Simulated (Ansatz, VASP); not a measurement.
## Hf2Pd2Se2Br2O3: VASP beside Ansatz

The input INCAR:

```
SYSTEM = Hf2Pd2Se2Br2O3
PREC = Accurate
ENCUT = 520
EDIFF = 1E-7
ISMEAR = -1
SIGMA = 0.05
LREAL = .False.
LASPH = .True.
NELM = 100
ALGO = Normal
ISIF = 2
LWAVE = .False.
LCHARG = .True.
GGA = PS
LELF = .True.
LVHAR = .True.
NBANDS = 53
```

KPOINTS

```
regular mesh
0
Gamma
  8 8 2
  0 0 0
```

POSCAR

```
Hf2Pd2Se2Br2O3
1.0
    3.7261300000      0.0000000000      0.0000000000
   -1.8630600000      3.2269200000      0.0000000000
    0.0000000000      0.0000000000     17.0086700000
Hf Pd Se Br O
2 2 2 2 3
Direct
    0.6666700000      0.3333300000      0.9338500000
    0.3333300000      0.6666700000      0.0661500000
    0.0000000000      0.0000000000      0.3029800000
    0.0000000000      0.0000000000      0.6970200000
    0.3333300000      0.6666700000      0.2264900000
    0.6666700000      0.3333300000      0.7735100000
    0.6666700000      0.3333300000      0.3986200000
    0.3333300000      0.6666700000      0.6013800000
    0.3333300000      0.6666700000      0.9268900000
    0.6666700000      0.3333300000      0.0731100000
    0.0000000000      0.0000000000      0.0000000000
```

input.yaml

```yaml
crystal:
  lattice:
    - [3.72613, 0.0, 0.0]
    - [-1.86306, 3.22692, 0.0]
    - [0.0, 0.0, 17.00867]
  atoms:
    - { symbol: Hf, position: [0.66667, 0.33333, 0.93385] }
    - { symbol: Hf, position: [0.33333, 0.66667, 0.06615] }
    - { symbol: Pd, position: [0.0, 0.0, 0.30298] }
    - { symbol: Pd, position: [0.0, 0.0, 0.69702] }
    - { symbol: Se, position: [0.33333, 0.66667, 0.22649] }
    - { symbol: Se, position: [0.66667, 0.33333, 0.77351] }
    - { symbol: Br, position: [0.66667, 0.33333, 0.39862] }
    - { symbol: Br, position: [0.33333, 0.66667, 0.60138] }
    - { symbol: O, position: [0.33333, 0.66667, 0.92689] }
    - { symbol: O, position: [0.66667, 0.33333, 0.07311] }
    - { symbol: O, position: [0.0, 0.0, 0.0] }
hamiltonian:
  xc: pbesol
  pseudopotentials: { kind: paw }
kpoints:
  mp_grid: { grid: [8, 8, 2] }
  band_path:
    path:
      - [[0.0, 0.0, 0.0], [0.5, 0.0, 0.0], [0.3333333333, 0.3333333333, 0.0], [0.0, 0.0, 0.0], [0.0, 0.0, 0.5], [0.5, 0.0, 0.5], [0.3333333333, 0.3333333333, 0.5], [0.0, 0.0, 0.5]]
      - [[0.5, 0.0, 0.5], [0.5, 0.0, 0.0]]
      - [[0.3333333333, 0.3333333333, 0.0], [0.3333333333, 0.3333333333, 0.5]]
    npoints: 10
scf:
  occupations: { method: fermi_dirac, width: 0.05 }
  n_extra_bands: 27
output:
  forces: true
  stress: true
  eigenvalues: true
  fatbands: false
```

Alike in both runs: functional PBEsol; k mesh 8 × 8 × 2; occupations fermi-dirac, width 0.05 eV; no spin polarisation.

|  | VASP | Ansatz |
| --- | --- | --- |
| version | VASP 6.6.1 | Ansatz 0.2.0 |
| potentials or method | VASP PAW PBE potentials, release 64 (Hf_pv, Pd, Se, Br, O) | Ansatz PAW |
| plane-wave cutoff (eV) | 520 | 420 |
| valence electrons in the cell | 84 | 152 |
| task | single point | band structure |

|  | VASP | Ansatz | Ansatz less VASP |
| --- | --- | --- | --- |
| gap on the k mesh at the Fermi level (eV) | none | none | - |
| pressure (GPa) | -5.7 | -5.0 | +0.73 |
| traceless stress, the component that is largest in VASP (GPa) | 0.68 | 0.49 | -0.186 |
| rms of the force components (eV/Å) | 0.164 | 0.141 | -0.0234 |

VASP's potentials were made for PBE, not for PBEsol. Atom by atom the forces differ by 0.038 eV/Å (rms over components). A gap of «none» marks a metal or a gap that the smearing closes. With one functional, cell and mesh, what is left measures potentials, basis and numerics. VASP's potentials hold 84 valence electrons a cell and Ansatz's 152, so a difference there can come from the potentials and not from the codes.

Spin-orbit coupling is off throughout.
